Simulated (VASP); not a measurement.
# FeO (Wuestite) (Fm-3m) in VASP: a series of runs, part 2 of 3

VASP 6.6.1. Earlier steps stand in the parts before.

## Step 3: Single point, PBEsol, collinear spin, ferromagnetic start

File INCAR:

```
PREC = Accurate
ENCUT = 520
EDIFF = 1E-6
ISMEAR = -1
SIGMA = 0.05
LREAL = F
LASPH = T
NELM = 150
ALGO = Normal
ISIF = 2
LWAVE = F
LCHARG = T
ISPIN = 2
MAGMOM = 3.8 0
LORBIT = 11
NUPDOWN = 3.8
LMAXMIX = 4
GGA = PS
LELF = T
LVHAR = T
NBANDS = 18
```

File KPOINTS:

```
regular mesh
0
Gamma
  9 9 9
```

File POSCAR:

```
FeO
1.0
    0.0000000000      2.1554000000      2.1554000000
    2.1554000000      0.0000000000      2.1554000000
    2.1554000000      2.1554000000      0.0000000000
Fe O
1 1
Direct
    0.0000000000      0.0000000000      0.0000000000
    0.5000000000      0.5000000000      0.5000000000
```

Potentials or basis: VASP PAW PBE potentials, release 64 (Fe, O).

On the command line:

```bash
cat potpaw_PBE.64/Fe/POTCAR potpaw_PBE.64/O/POTCAR > POTCAR
mpirun -np 1 vasp_std > vasp.out
```

OUTCAR:

```text
PREC = Accurate
   ENCUT = 520
   EDIFF = 1E-6
   ISMEAR = -1
   LREAL = F
   LASPH = T
   NELM = 150
   ISIF = 2
   ISPIN = 2
   LORBIT = 11
   NUPDOWN = 3.8
   GGA = PS

 ion  position               nearest neighbor table
   1  0.000  0.000  0.000-   2 2.16   2 2.16   2 2.16   2 2.16   2 2.16   2 2.16
   2  0.500  0.500  0.500-   1 2.16   1 2.16   1 2.16   1 2.16   1 2.16   1 2.16

  LATTYP: Found a face centered cubic cell.
 ALAT       =     4.3108000000

  Lattice vectors:

 A1 = (   0.0000000000,   2.1554000000,   2.1554000000)
[... 1221 lines left out ...]
  external PRESSURE =    -108.9106722 kB  Pullay stress =       0.0000000 kB

 VOLUME and BASIS-vectors are now :
 -----------------------------------------------------------------------------
  energy-cutoff  :      520.00
  volume of cell :       20.03
      direct lattice vectors                 reciprocal lattice vectors
     0.000000000  2.155400000  2.155400000    -0.231975503  0.231975503  0.231975503
     2.155400000  0.000000000  2.155400000     0.231975503 -0.231975503  0.231975503
     2.155400000  2.155400000  0.000000000     0.231975503  0.231975503 -0.231975503

 POSITION                                       TOTAL-FORCE (eV/Angst)
 -----------------------------------------------------------------------------------
      0.00000      0.00000      0.00000         0.000000     -0.000000      0.000000
      2.15540      2.15540      2.15540        -0.000000      0.000000     -0.000000
 -----------------------------------------------------------------------------------
    total drift:                                0.000000     -0.000000      0.000000

  FREE ENERGIE OF THE ION-ELECTRON SYSTEM (eV)
  ---------------------------------------------------
  free  energy   TOTEN  =       -15.8078879587 eV

  energy  without entropy=      -15.7943164557  energy(sigma->0) =      -15.80110221

 total charge

# of ion       s       p       d       tot
------------------------------------------
    1        0.290   0.361   6.104   6.755
    2        1.553   3.403   0.000   4.956
--------------------------------------------------
tot          1.843   3.764   6.104  11.711

 magnetization (x)

# of ion       s       p       d       tot
------------------------------------------
    1        0.026   0.021   3.425   3.473
    2        0.029   0.221   0.000   0.250
--------------------------------------------------
tot          0.055   0.242   3.425   3.722
```

It took 19 s on 1 thread of AMD EPYC 9R14 (Zen 4), shared host; peak memory 0.13 GiB.

Results:

| Quantity | Value |
| --- | --- |
| Free energy | -15.8079 eV |
| Pressure | -10.9 GPa |
| Net moment | 3.80 μB per cell |
| Site moments | Fe +3.47; O +0.25 μB |
| Valence electrons inside the program's atomic spheres | Fe 6.75; O 4.96 |

Caveat: the PAW data sets were made with another functional, which shifts forces and pressure a little; the total moment is fixed, so each spin has its own Fermi level; a cell with one magnetic atom can't hold antiferromagnetic order, which such compounds often take.

## Step 4: Single point, PBEsol, collinear spin, ferromagnetic start

File INCAR:

```
  PREC = Accurate
  ENCUT = 520
  EDIFF = 1E-7
  ISMEAR = -1
  SIGMA = 0.05
  LREAL = F
  LASPH = T
  NELM = 150
  ALGO = Normal
  ISIF = 2
  LWAVE = F
  LCHARG = F
  ISPIN = 2
  MAGMOM = 4.5 0
  LORBIT = 11
  NUPDOWN = 4.5
  LMAXMIX = 4
  GGA = PS
  NBANDS = 18
```

File KPOINTS:

```
Automatic mesh
0
Gamma
  9 9 9
```

POSCAR is that of step 3.

Potentials or basis: VASP PAW PBE potentials, release 64 (Fe, O).

On the command line:

```bash
cat potpaw_PBE.64/Fe/POTCAR potpaw_PBE.64/O/POTCAR > POTCAR
mpirun -np 1 vasp_std > vasp.out
```

OUTCAR:

```text
PREC = Accurate
   ENCUT = 520
   EDIFF = 1E-7
   ISMEAR = -1
   LREAL = F
   LASPH = T
   NELM = 150
   ISIF = 2
   ISPIN = 2
   LORBIT = 11
   NUPDOWN = 4.5
   GGA = PS

 ion  position               nearest neighbor table
   1  0.000  0.000  0.000-   2 2.16   2 2.16   2 2.16   2 2.16   2 2.16   2 2.16
   2  0.500  0.500  0.500-   1 2.16   1 2.16   1 2.16   1 2.16   1 2.16   1 2.16

  LATTYP: Found a face centered cubic cell.
 ALAT       =     4.3108000000

  Lattice vectors:

 A1 = (   0.0000000000,   2.1554000000,   2.1554000000)
 A2 = (   2.1554000000,   0.0000000000,   2.1554000000)
 A3 = (   2.1554000000,   2.1554000000,   0.0000000000)

Analysis of symmetry for initial positions (statically):
=====================================================================
 Subroutine PRICEL returns:
 Original cell was already a primitive cell.

 Routine SETGRP: Setting up the symmetry group for a
 face centered cubic supercell.
[... 700 lines left out ...]
      2       3.0768      1.00000
      3       3.0768      1.00000
      4       3.0768      1.00000
      5       5.0057      0.99999
      6       5.0057      0.99999
[... 493 lines left out ...]
     17      36.1341      0.00000
     18      36.1341      0.00000

 [... further k-points ...]

------------------------ aborting loop because EDIFF is reached ----------------------------------------

  FORCE on cell =-STRESS in cart. coord.  units (eV):
  Direction    XX          YY          ZZ          XY          YZ          ZX
  --------------------------------------------------------------------------------------
  -------------------------------------------------------------------------------------
  Total        0.4055215      0.4055215      0.4055215      0.0000000      0.0000000      0.0000000
  in kB       32.4422383     32.4422383     32.4422383      0.0000000      0.0000000      0.0000000
  external PRESSURE =      32.4422383 kB  Pullay stress =       0.0000000 kB

 VOLUME and BASIS-vectors are now :
 -----------------------------------------------------------------------------
  energy-cutoff  :      520.00
  volume of cell :       20.03
      direct lattice vectors                 reciprocal lattice vectors
     0.000000000  2.155400000  2.155400000    -0.231975503  0.231975503  0.231975503
     2.155400000  0.000000000  2.155400000     0.231975503 -0.231975503  0.231975503
     2.155400000  2.155400000  0.000000000     0.231975503  0.231975503 -0.231975503

 POSITION                                       TOTAL-FORCE (eV/Angst)
 -----------------------------------------------------------------------------------
      0.00000      0.00000      0.00000         0.000000      0.000000      0.000000
      2.15540      2.15540      2.15540        -0.000000     -0.000000     -0.000000
 -----------------------------------------------------------------------------------
    total drift:                                0.000000     -0.000000      0.000000

  FREE ENERGIE OF THE ION-ELECTRON SYSTEM (eV)
  ---------------------------------------------------
  free  energy   TOTEN  =       -15.0151046901 eV

  energy  without entropy=      -15.0016729008  energy(sigma->0) =      -15.00838880

 total charge

# of ion       s       p       d       tot
------------------------------------------
    1        0.340   0.396   5.952   6.688
    2        1.579   3.390   0.000   4.969
--------------------------------------------------
tot          1.919   3.786   5.952  11.656

 magnetization (x)

# of ion       s       p       d       tot
------------------------------------------
    1        0.075   0.051   3.725   3.851
    2        0.064   0.387   0.000   0.452
--------------------------------------------------
tot          0.139   0.439   3.725   4.303
```

OSZICAR:

```text
N       E                     dE             d eps       ncg     rms          rms(c)
DAV:   1     0.698642793720E+02    0.69864E+02   -0.69406E+03  2744   0.917E+02
DAV:   2    -0.142696082276E+02   -0.84134E+02   -0.74909E+02  2608   0.208E+02
DAV:   3    -0.184453377078E+02   -0.41757E+01   -0.41118E+01  2992   0.499E+01
DAV:   4    -0.184749428633E+02   -0.29605E-01   -0.29593E-01  3008   0.392E+00
DAV:   5    -0.184751398276E+02   -0.19696E-03   -0.19696E-03  3056   0.332E-01    0.159E+01
DAV:   6    -0.156086024162E+02    0.28665E+01   -0.18144E+01  3284   0.593E+01    0.221E+01
DAV:   7    -0.150520170838E+02    0.55659E+00   -0.28108E+00  3286   0.295E+01    0.106E+01
DAV:   8    -0.150417760418E+02    0.10241E-01   -0.16456E-01  2780   0.318E+00    0.586E+00
DAV:   9    -0.150137977547E+02    0.27978E-01   -0.38921E-02  3970   0.371E+00    0.829E-01
DAV:  10    -0.150153959252E+02   -0.15982E-02   -0.48493E-03  3428   0.176E+00    0.165E-01
DAV:  11    -0.150150930774E+02    0.30285E-03   -0.18304E-03  3396   0.691E-01    0.605E-02
DAV:  12    -0.150151028625E+02   -0.97851E-05   -0.16218E-04  3022   0.107E-01    0.241E-02
DAV:  13    -0.150151049210E+02   -0.20585E-05   -0.84556E-06  3260   0.286E-02    0.103E-02
DAV:  14    -0.150151047501E+02    0.17098E-06   -0.20140E-06  3406   0.254E-02    0.451E-03
DAV:  15    -0.150151046901E+02    0.60014E-07   -0.85180E-07  3398   0.173E-02
   1 F= -.15015105E+02 E0= -.15008389E+02  d E =-.134318E-01  mag=     4.5000
```

Wall time 20 s (1 thread of AMD EPYC 9R14 (Zen 4), shared host); peak memory 0.13 GiB.

What came out:

| Property | Result |
| --- | --- |
| Free energy | -15.0151 eV |
| Pressure | 3.2 GPa |
| Net moment | 4.50 μB per cell |
| Site moments | Fe +3.85; O +0.45 μB |
| Valence electrons inside the program's atomic spheres | Fe 6.69; O 4.97 |

Caveat: the PAW data sets were made with another functional, which shifts forces and pressure a little; the total moment is fixed, so each spin has its own Fermi level; a cell with one magnetic atom can't hold antiferromagnetic order, which such compounds often take.

## Step 5: Single point, PBEsol, collinear spin, ferromagnetic start

File INCAR:

```
SYSTEM = FeO
  PREC = Accurate
  ENCUT = 520
  EDIFF = 1E-6
  ISMEAR = -1
  SIGMA = 0.05
  LREAL = .False.
  LASPH = .True.
  NELM = 150
  ALGO = Normal
  ISIF = 2
  LWAVE = .False.
  LCHARG = .False.
  ISPIN = 2
  MAGMOM = 6 0
  LORBIT = 11
  NUPDOWN = 6.0
  LMAXMIX = 4
  GGA = PS
  NBANDS = 18
```

File KPOINTS:

```
Automatic mesh
0
Gamma
  9 9 9
  0 0 0
```

POSCAR is that of step 4.

Potentials or basis: VASP PAW PBE potentials, release 64 (Fe, O).

On the command line:

```bash
cat potpaw_PBE.64/Fe/POTCAR potpaw_PBE.64/O/POTCAR > POTCAR
mpirun -np 1 vasp_std > vasp.out
```

OUTCAR:

```text
SYSTEM = FeO
   PREC = Accurate
   ENCUT = 520
   EDIFF = 1E-6
   ISMEAR = -1
   LREAL = .False.
   LASPH = .True.
   NELM = 150
   ISIF = 2
   ISPIN = 2
   LORBIT = 11
   NUPDOWN = 6.0
   GGA = PS

 ion  position               nearest neighbor table
   1  0.000  0.000  0.000-   2 2.16   2 2.16   2 2.16   2 2.16   2 2.16   2 2.16
   2  0.500  0.500  0.500-   1 2.16   1 2.16   1 2.16   1 2.16   1 2.16   1 2.16

  LATTYP: Found a face centered cubic cell.
 ALAT       =     4.3108000000

  Lattice vectors:

 A1 = (   0.0000000000,   2.1554000000,   2.1554000000)
[... 1221 lines left out ...]
  external PRESSURE =     473.5063019 kB  Pullay stress =       0.0000000 kB

 VOLUME and BASIS-vectors are now :
 -----------------------------------------------------------------------------
  energy-cutoff  :      520.00
  volume of cell :       20.03
      direct lattice vectors                 reciprocal lattice vectors
     0.000000000  2.155400000  2.155400000    -0.231975503  0.231975503  0.231975503
     2.155400000  0.000000000  2.155400000     0.231975503 -0.231975503  0.231975503
     2.155400000  2.155400000  0.000000000     0.231975503  0.231975503 -0.231975503

 POSITION                                       TOTAL-FORCE (eV/Angst)
 -----------------------------------------------------------------------------------
      0.00000      0.00000      0.00000         0.000000     -0.000000     -0.000000
      2.15540      2.15540      2.15540        -0.000000      0.000000      0.000000
 -----------------------------------------------------------------------------------
    total drift:                                0.000000     -0.000000      0.000000

  FREE ENERGIE OF THE ION-ELECTRON SYSTEM (eV)
  ---------------------------------------------------
  free  energy   TOTEN  =        -9.9973602050 eV

  energy  without entropy=       -9.9957215136  energy(sigma->0) =       -9.99654086

 total charge

# of ion       s       p       d       tot
------------------------------------------
    1        0.508   0.503   5.576   6.587
    2        1.617   3.322   0.000   4.939
--------------------------------------------------
tot          2.125   3.825   5.576  11.526

 magnetization (x)

# of ion       s       p       d       tot
------------------------------------------
    1        0.256   0.172   4.180   4.609
    2        0.111   0.718   0.000   0.829
--------------------------------------------------
tot          0.368   0.890   4.180   5.438
```

OSZICAR:

```text
N       E                     dE             d eps       ncg     rms          rms(c)
DAV:   1     0.760545840058E+02    0.76055E+02   -0.74268E+03  2744   0.964E+02
DAV:   2    -0.117396100561E+02   -0.87794E+02   -0.80726E+02  2608   0.213E+02
DAV:   3    -0.160905353185E+02   -0.43509E+01   -0.43103E+01  2996   0.508E+01
DAV:   4    -0.161208194421E+02   -0.30284E-01   -0.30273E-01  3020   0.395E+00
DAV:   5    -0.161210150229E+02   -0.19558E-03   -0.19557E-03  3026   0.325E-01    0.191E+01
DAV:   6    -0.109600372791E+02    0.51610E+01   -0.32940E+01  3222   0.713E+01    0.286E+01
DAV:   7    -0.100958456471E+02    0.86419E+00   -0.80433E+00  3310   0.372E+01    0.133E+01
DAV:   8    -0.100444940306E+02    0.51352E-01   -0.38527E-01  3236   0.942E+00    0.814E+00
DAV:   9    -0.100228983444E+02    0.21596E-01   -0.39818E-01  3102   0.116E+01    0.287E+00
DAV:  10    -0.100025143252E+02    0.20384E-01   -0.94997E-02  3094   0.679E+00    0.635E-01
DAV:  11    -0.999765001868E+01    0.48643E-02   -0.41368E-02  3014   0.347E+00    0.290E-01
DAV:  12    -0.999736368933E+01    0.28633E-03   -0.43764E-03  3518   0.826E-01    0.578E-02
DAV:  13    -0.999738451242E+01   -0.20823E-04   -0.39396E-04  3638   0.274E-01    0.621E-02
DAV:  14    -0.999736057869E+01    0.23934E-04   -0.11080E-04  3454   0.186E-01    0.167E-02
DAV:  15    -0.999736020353E+01    0.37516E-06   -0.19968E-05  3536   0.556E-02    0.948E-03
DAV:  16    -0.999736020500E+01   -0.14645E-08   -0.30284E-06  1860   0.302E-02
   1 F= -.99973602E+01 E0= -.99965409E+01  d E =-.163869E-02  mag=     6.0000
```

stdout:

```text
POSCAR found type information on POSCAR FeO
 POSCAR found :  2 types and       2 ions
 scaLAPACK will be used
 -----------------------------------------------------------------------------
|                                                                             |
|                                                                             |
|     You enforced a specific xc type in the INCAR file but a different       |
|     I HOPE YOU KNOW WHAT YOU ARE DOING!                                     |
|                                                                             |
 -----------------------------------------------------------------------------

 LDA part: xc-table for (Slater+PW92), standard interpolation
 POSCAR, INCAR and KPOINTS ok, starting setup
 FFT: planning ... GRIDC
 FFT: planning ... GRID_SOFT
 FFT: planning ... GRID
 WAVECAR not read
 entering main loop
```

Wall time 21 s (1 thread of AMD EPYC 9R14 (Zen 4), shared host); peak memory 0.13 GiB.

What came out:

```yaml
Free_energy: -9.9974 eV
Pressure: 47.4 GPa
Net_moment: 6.00 μB per cell
Site_moments: Fe +4.61; O +0.83 μB
Valence_electrons_inside_the_program's_atomic_spheres: Fe 6.59; O 4.94
```

Caveat: the PAW data sets were made with another functional, which shifts forces and pressure a little; the total moment is fixed, so each spin has its own Fermi level; a cell with one magnetic atom can't hold antiferromagnetic order, which such compounds often take.

(Part 2 of 3 ends here.)
